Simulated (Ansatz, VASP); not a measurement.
# Two plane-wave programs on NiO

```
CELL_PARAMETERS angstrom
0.00000 2.09131 2.09131
2.09131 0.00000 2.09131
2.09131 2.09131 0.00000
ATOMIC_POSITIONS crystal
Ni 0.00000 0.00000 0.00000
O 0.50000 0.50000 0.50000
```

Alike in both runs: task single point; functional PBEsol; k mesh 10 × 10 × 10; occupations gaussian, width 0.05 eV; collinear spin; Hubbard terms Ni d U = 7.2 eV.

|  | VASP | Ansatz |
| --- | --- | --- |
| version | VASP 6.6.1 | Ansatz 0.2.0 |
| potentials or method | VASP PAW PBE potentials, release 64 (Ni_sv_GW, O), cutoff 700 eV | scalar-relativistic, plane waves, PAW |
| valence electrons in the cell | 24 | 24 |

|  | VASP | Ansatz | Ansatz less VASP |
| --- | --- | --- | --- |
| gap on the k mesh at the Fermi level (eV) | 2.32 | 2.23 | -0.085 |
| least direct gap on the mesh (eV) | 3.64 | 3.08 | -0.562 |
| pressure (GPa) | 0.5 | 3.6 | +3.03 |
| net moment per atom (μB) | 1.00 | 1.00 | 0.000 |
| size of the moment on the site where the two differ most (μB) | 1.80 | 1.73 | -0.071 |

VASP's potentials were made for PBE, not for PBEsol. Site moments also hang on the region over which each program counts them. The programs project onto different local orbitals, so the same U acts differently, and such runs can settle in different states. Ansatz's warnings: stability check not made.
